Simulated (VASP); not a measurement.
# W3C2 (P4/mmm) in VASP: further runs

Runs on W3C2. Level: PBE. Tasks: single point.

Everything below comes from runs of VASP 6.6.1. Logs are shortened: lines on timing, memory, paths and dates and some standing lists are left out, and cuts for length are marked.

### Step 1. The cell of the first run

It takes space group P4/mmm (No. 123, tetragonal). Conventional cell: a = 3.958 Å, b = 3.958 Å, c = 4.979 Å, α = 90.00°, β = 90.00°, γ = 90.00°. Within 3.1 Å of W (site symmetry 4mm) lie 4 C at 2.36 Å and 6 W at 2.41 to 3.08 Å. Within 2.6 Å of W (site symmetry 4/mmm) lie 4 C at 1.98 Å. Within 2.6 Å of C (site symmetry mmm) lie 6 W at 1.98 to 2.36 Å.

### Step 2. Single point, PBE

INCAR

```
ALGO = Normal
EDIFF = 1E-6
ENCUT = 520
GGA = PE
ISIF = 2
ISMEAR = 0
LASPH = True
LCHARG = True
LELF = True
LREAL = False
LVHAR = True
LWAVE = False
NBANDS = 61
NELM = 80
PREC = Accurate
SIGMA = 0.2
```

KPOINTS

```
k-points
0
Gamma
  6 6 2
```

POSCAR

```
W3C2
1.0
    3.9577139539      0.0000000000      0.0000000000
    0.0000000000      3.9577139539      0.0000000000
    0.0000000000      0.0000000000      9.9572397865
W C
6 4
Direct
    0.5000000000      0.5000000000      0.1208159892
    0.5000000000      0.5000000000      0.6208159892
    0.5000000000      0.5000000000      0.3791840108
    0.5000000000      0.5000000000      0.8791840108
    0.0000000000      0.0000000000      0.2500000000
    0.0000000000      0.0000000000      0.7500000000
    1.0000000000      0.5000000000      0.2500000000
    1.0000000000      0.5000000000      0.7500000000
    0.5000000000      0.0000000000      0.2500000000
    0.5000000000      0.0000000000      0.7500000000
```

Potentials or basis: VASP PAW PBE potentials, release 64 (W_sv, C).

The run is started by

```console
> cat potpaw_PBE.64/W_sv/POTCAR potpaw_PBE.64/C/POTCAR > POTCAR
> mpirun -np 1 vasp_std > vasp.out
```

OUTCAR:

```text
EDIFF = 1E-6
   ENCUT = 520
   GGA = PE
   ISIF = 2
   ISMEAR = 0
   LASPH = True
   LREAL = False
   NELM = 80
   PREC = Accurate

 ion  position               nearest neighbor table
   1  0.500  0.500  0.121-   7 2.36   9 2.36   9 2.36   7 2.36   4 2.41   3 2.57   5 3.08   5 3.08
                             5 3.08   5 3.08
   2  0.500  0.500  0.621-   8 2.36  10 2.36  10 2.36   8 2.36   3 2.41   4 2.57   6 3.08   6 3.08
                             6 3.08   6 3.08
   3  0.500  0.500  0.379-   7 2.36   9 2.36   9 2.36   7 2.36   2 2.41   1 2.57   5 3.08   5 3.08
                             5 3.08   5 3.08
   4  0.500  0.500  0.879-   8 2.36  10 2.36  10 2.36   8 2.36   1 2.41   2 2.57   6 3.08   6 3.08
                             6 3.08   6 3.08
   5  0.000  0.000  0.250-   7 1.98   9 1.98   7 1.98   9 1.98   1 3.08   3 3.08   1 3.08   1 3.08
                             3 3.08   3 3.08   1 3.08   3 3.08
   6  0.000  0.000  0.750-   8 1.98  10 1.98   8 1.98  10 1.98   2 3.08   4 3.08   2 3.08   2 3.08
                             4 3.08   4 3.08   2 3.08   4 3.08
   7  0.000  0.500  0.250-   5 1.98   5 1.98   1 2.36   3 2.36   1 2.36   3 2.36
   8  0.000  0.500  0.750-   6 1.98   6 1.98   2 2.36   4 2.36   2 2.36   4 2.36
   9  0.500  0.000  0.250-   5 1.98   5 1.98   1 2.36   1 2.36   3 2.36   3 2.36
  10  0.500  0.000  0.750-   6 1.98   6 1.98   2 2.36   2 2.36   4 2.36   4 2.36

  LATTYP: Found a simple tetragonal cell.
 ALAT       =     3.9577139539
 C/A-ratio  =     2.5159068853

  Lattice vectors:

 A1 = (   3.9577139539,   0.0000000000,   0.0000000000)
 A2 = (   0.0000000000,   3.9577139539,   0.0000000000)
 A3 = (   0.0000000000,   0.0000000000,   9.9572397865)

Analysis of symmetry for initial positions (statically):
=====================================================================
 Subroutine PRICEL returns following result:

  LATTYP: Found a simple tetragonal cell.
 ALAT       =     3.9577139539
 C/A-ratio  =     1.2579534426

  Lattice vectors:

 A1 = (   3.9577139539,   0.0000000000,   0.0000000000)
 A2 = (   0.0000000000,   3.9577139539,   0.0000000000)
 A3 = (   0.0000000000,   0.0000000000,   4.9786198933)

   2 primitive cells build up your supercell.

 Routine SETGRP: Setting up the symmetry group for a
 simple tetragonal supercell.

 Subroutine GETGRP returns: Found 16 space group operations
 (whereof 16 operations were pure point group operations)
 out of a pool of 16 trial point group operations.

The static configuration has the point symmetry D_4h.

Analysis of symmetry for dynamics (positions and initial velocities):
=====================================================================
 Subroutine PRICEL returns following result:

  LATTYP: Found a simple tetragonal cell.
 ALAT       =     3.9577139539
 C/A-ratio  =     1.2579534426

  Lattice vectors:

 A1 = (   3.9577139539,   0.0000000000,   0.0000000000)
 A2 = (   0.0000000000,   3.9577139539,   0.0000000000)
 A3 = (   0.0000000000,   0.0000000000,   4.9786198933)

   2 primitive cells build up your supercell.

 Routine SETGRP: Setting up the symmetry group for a
 simple tetragonal supercell.

 Subroutine GETGRP returns: Found 16 space group operations
 (whereof 16 operations were pure point group operations)
 out of a pool of 16 trial point group operations.

The dynamic configuration has the point symmetry D_4h.

 Subroutine INISYM returns: Found 16 space group operations
 (whereof 16 operations are pure point group operations),
 and found     2 'primitive' translations

----------------------------------------------------------------------------------------

                                     Primitive cell

  volume of cell :      77.9826

  direct lattice vectors                    reciprocal lattice vectors
     3.957713954  0.000000000  0.000000000     0.252671116  0.000000000  0.000000000
     0.000000000  3.957713954  0.000000000     0.000000000  0.252671116  0.000000000
     0.000000000  0.000000000  4.978619893     0.000000000  0.000000000  0.200858877

  length of vectors
     3.957713954  3.957713954  4.978619893     0.252671116  0.252671116  0.200858877

  position of ions in fractional coordinates (direct lattice)
     0.500000000  0.500000000  0.241631978
     0.500000000  0.500000000  0.758368022
     0.000000000  0.000000000  0.500000000
     0.000000000  0.500000000  0.500000000
     0.500000000  0.000000000  0.500000000

  ion indices of the primitive-cell ions
   primitive index   ion index
                 1           1
                 2           4
                 3           5
                 4           7
                 5           9

----------------------------------------------------------------------------------------

 KPOINTS: k-points

Automatic generation of k-mesh.
 Grid dimensions read from file:
 generate k-points for:    6    6    2

 Generating k-lattice:

  Cartesian coordinates                     Fractional coordinates (reciprocal lattice)
     0.042111853  0.000000000  0.000000000     0.166666667  0.000000000  0.000000000
     0.000000000  0.042111853  0.000000000     0.000000000  0.166666667  0.000000000
     0.000000000  0.000000000  0.050214719     0.000000000  0.000000000  0.500000000

  Length of vectors
     0.042111853  0.042111853  0.050214719

  Shift w.r.t. Gamma in fractional coordinates (k-lattice)
     0.000000000  0.000000000  0.000000000

 Subroutine IBZKPT returns following result:
 ===========================================

 Found     20 irreducible k-points:

 Following reciprocal coordinates:
            Coordinates               Weight
  0.000000  0.000000  0.000000      1.000000
  0.166667  0.000000  0.000000      4.000000
  0.333333  0.000000  0.000000      4.000000
  0.500000  0.000000  0.000000      2.000000
  0.166667  0.166667  0.000000      4.000000
  0.333333  0.166667  0.000000      8.000000
[... 12 lines left out ...]
  0.500000  0.333333  0.500000      4.000000
  0.500000  0.500000  0.500000      1.000000
   k-points           NKPTS =     20   k-points in BZ     NKDIM =     20   number of bands    NBANDS=     61
   number of dos      NEDOS =    301   number of ions     NIONS =     10
   total plane-waves  NPLWV =  72000
   dimension x,y,z NGX =    30 NGY =   30 NGZ =   80
   dimension x,y,z NGXF=    60 NGYF=   60 NGZF=  160
   ions per type =               6   4
   NGX,Y,Z   is equivalent  to a cutoff of  12.60, 12.60, 13.36 a.u.
   NGXF,Y,Z  is equivalent  to a cutoff of  25.20, 25.20, 26.71 a.u.
 SYSTEM =  unknown system
   PREC   = accura    normal or accurate (medium, high low for compatibility)
   ISTART =      0    job   : 0-new  1-cont  2-samecut
   ICHARG =      2    charge: 1-file 2-atom 10-const
   ISPIN  =      1    spin polarized calculation?
   LNONCOLLINEAR =      F non collinear calculations
   LSORBIT =      F    spin-orbit coupling
   LASPH  =      T    aspherical Exc in radial PAW
   ENCUT  =  520.0 eV  38.22 Ry    6.18 a.u.   7.36  7.36 18.51*2*pi/ulx,y,z
   NELM   =     80;   NELMIN=  2; NELMDL= -5     # of ELM steps
   EDIFF  = 0.1E-05   stopping-criterion for ELM
   LREAL  =      F    real-space projection
   EDIFFG = 0.1E-04   stopping-criterion for IOM
   NSW    =      0    number of steps for IOM
   IBRION =     -1    ionic relax: 0-MD 1-quasi-New 2-CG
   NFREE  =      0    steps in history (QN), initial steepest desc. (CG)
   ISIF   =      2    stress and relaxation
   ISYM   =      2    0-nonsym 1-usesym 2-fastsym
   POTIM  = 0.5000    time-step for ionic-motion
   TEBEG  =    0.0;   TEEND  =   0.0 temperature during run
   PSTRESS=    0.0 pullay stress
   NELECT =     100.0000    total number of electrons
   NUPDOWN=      -1.0000    fix difference up-down
   EMIN   =  10.00;   EMAX   =-10.00  energy-range for DOS
   EFERMI =   0.00;   METHOD = LEGACY
   ISMEAR =     0;   SIGMA  =   0.20  broadening in eV -4-tet -1-fermi 0-gaus
   EFERMI_NEDOS =   21; number of points for ismear=-14 and -15
   IALGO  =     38    algorithm
   IMIX   =      4    mixing-type and parameters
     AMIX     =   0.40;   BMIX     =  1.00
     AMIX_MAG =   1.60;   BMIX_MAG =  1.00
  volume/ion in A,a.u.               =      15.60       105.25
  Fermi-wavevector in a.u.,A,eV,Ry     =   1.411667  2.667664 27.113738  1.992804
  Thomas-Fermi vector in A             =   2.533495
   LORBIT       =      0    0 simple, 1 ext, 2 COOP (PROOUT), +10 PAW based schemes
   GGA     = PE    functional components
   LHFCALC =     F    Hartree Fock is set to
   AEXX    =    0.0000 exact exchange contribution
   IVDW    =     0    specifies the selected vdW correction
   LEPSILON=     F    determine dielectric tensor
   LRPA    =     F    only Hartree local field effects (RPA)
 non-spin polarized calculation
 Gauss-broadening in eV      SIGMA  =   0.20
  energy-cutoff  :      520.00
  volume of cell :      155.97
 maximum number of plane-waves:      4254
 NGX is ok and might be reduce to    30
   NGX = 15   NGY = 15   NGZ = 37

 number of electron     100.0000000 magnetization

 number of electron      99.9999993 magnetization

 Free energy of the ion-electron system (eV)
  ---------------------------------------------------
  ext. energy  EPLUGINS =         0.00000000
  ---------------------------------------------------
  free energy    TOTEN  =      -100.57438544 eV

  energy without entropy =     -100.44122882  energy(sigma->0) =     -100.50780713

 E-fermi :   7.3317     XC(G=0): -11.6633

 val. band max:        7.3233850225   @ k =   0.1667   0.1667   0.0000
 cond. band min:       7.3563946955   @ k =   0.5000   0.3333   0.0000
 fundamental gap:      0.0330096730
 Fermi energy:         7.3316667626

 k-point     1 :       0.0000    0.0000    0.0000
  band No.  band energies     occupation
      1     -67.0058      2.00000
      2     -66.9420      2.00000
      3     -66.8786      2.00000
      4     -66.8131      2.00000
      5     -66.5846      2.00000
      6     -66.5843      2.00000
[... 53 lines left out ...]
     60       9.8282      0.00000
     61      10.1415      0.00000

 k-point     2 :       0.1667    0.0000    0.0000
  band No.  band energies     occupation
      1     -67.0056      2.00000
      2     -66.9419      2.00000
      3     -66.8781      2.00000
      4     -66.8131      2.00000
      5     -66.5849      2.00000
      6     -66.5846      2.00000
[... 53 lines left out ...]
     60      10.0778      0.00000
     61      10.4168      0.00000

 k-point     3 :       0.3333    0.0000    0.0000
  band No.  band energies     occupation
      1     -67.0050      2.00000
      2     -66.9417      2.00000
      3     -66.8773      2.00000
      4     -66.8130      2.00000
      5     -66.5854      2.00000
      6     -66.5852      2.00000
[... 1077 lines left out ...]
     60      10.1480      0.00000
     61      10.3723      0.00000

 k-point    20 :       0.5000    0.5000    0.5000
  band No.  band energies     occupation
      1     -66.9804      2.00000
      2     -66.9804      2.00000
      3     -66.8372      2.00000
      4     -66.8372      2.00000
      5     -66.5856      2.00000
      6     -66.5856      2.00000
[... 53 lines left out ...]
     60      10.0234      0.00000
     61      10.7414      0.00000

------------------------ aborting loop because EDIFF is reached ----------------------------------------

  FORCE on cell =-STRESS in cart. coord.  units (eV):
  Direction    XX          YY          ZZ          XY          YZ          ZX
  --------------------------------------------------------------------------------------
  -------------------------------------------------------------------------------------
  Total        0.2784353      0.2784353      3.8262780      0.0000000     -0.0000000     -0.0000000
  in kB        2.8602703      2.8602703     39.3060437      0.0000000     -0.0000000     -0.0000000
  external PRESSURE =      15.0088614 kB  Pullay stress =       0.0000000 kB

 VOLUME and BASIS-vectors are now :
 -----------------------------------------------------------------------------
  energy-cutoff  :      520.00
  volume of cell :      155.97
      direct lattice vectors                 reciprocal lattice vectors
     3.957713954  0.000000000  0.000000000     0.252671116  0.000000000  0.000000000
     0.000000000  3.957713954  0.000000000     0.000000000  0.252671116  0.000000000
     0.000000000  0.000000000  9.957239787     0.000000000  0.000000000  0.100429438

 POSITION                                       TOTAL-FORCE (eV/Angst)
 -----------------------------------------------------------------------------------
      1.97886      1.97886      1.20299        -0.000000      0.000000     -0.094917
      1.97886      1.97886      6.18161         0.000000      0.000000     -0.094917
      1.97886      1.97886      3.77563        -0.000000      0.000000      0.094917
      1.97886      1.97886      8.75425         0.000000      0.000000      0.094917
      0.00000      0.00000      2.48931         0.000000     -0.000000      0.000000
      0.00000      0.00000      7.46793         0.000000     -0.000000      0.000000
      0.00000      1.97886      2.48931        -0.000000     -0.000000      0.000000
      0.00000      1.97886      7.46793        -0.000000     -0.000000      0.000000
      1.97886      0.00000      2.48931        -0.000000     -0.000000      0.000000
      1.97886      0.00000      7.46793        -0.000000     -0.000000      0.000000
 -----------------------------------------------------------------------------------
    total drift:                                0.000000      0.000000     -0.000000

  FREE ENERGIE OF THE ION-ELECTRON SYSTEM (eV)
  ---------------------------------------------------
  free  energy   TOTEN  =      -100.5743854448 eV

  energy  without entropy=     -100.4412288202  energy(sigma->0) =     -100.50780713
```

Wall time 3.7 min (1 thread of Intel Xeon 6975P-C, shared host); peak memory 0.33 GiB.

What came out:

* Free energy: -100.5744 eV
* Pressure: 1.5 GPa
* Largest force: 0.095 eV/Å
* Band gap on the k mesh: zero (band 50 reaches 7.46 eV, above the bottom of band 51 at 7.23 eV)

Forces in eV/Å, atoms in the order of the input:
```
W    0.000  0.000 -0.095
W    0.000  0.000 -0.095
W    0.000  0.000  0.095
W    0.000  0.000  0.095
W    0.000  0.000  0.000
W    0.000  0.000  0.000
C    0.000  0.000  0.000
C    0.000  0.000  0.000
C    0.000  0.000  0.000
C    0.000  0.000  0.000
```

Stress tensor (GPa, compression positive):
```
0.29 0.00 0.00
0.00 0.29 0.00
0.00 0.00 3.93
```

Levels at points of the mesh, in eV from the Fermi level:
```tsv
k point	band 47	band 48	band 49	band 50	band 51	band 52	band 53	band 54
(0.00, 0.00, 0.00)	-0.49	-0.49	-0.41	-0.41	-0.10	-0.10	-0.06	0.06
(0.50, 0.00, 0.00)	-0.46	-0.10	-0.06	-0.03	-0.02	0.16	0.16	0.79
(0.50, 0.50, 0.00)	-1.40	-0.76	-0.59	-0.24	0.18	0.53	0.60	1.16
(0.00, 0.00, 0.50)	-0.47	-0.47	-0.47	-0.47	0.39	0.39	0.46	0.46
(0.50, 0.00, 0.50)	-0.14	-0.14	0.12	0.12	0.45	0.45	0.52	0.52
(0.50, 0.50, 0.50)	-1.85	-1.85	-0.69	-0.69	0.83	0.83	1.04	1.04
```

Caveat: spin-orbit coupling is left out, which moves the levels of the heavy elements.

[end of part 1 of 2]
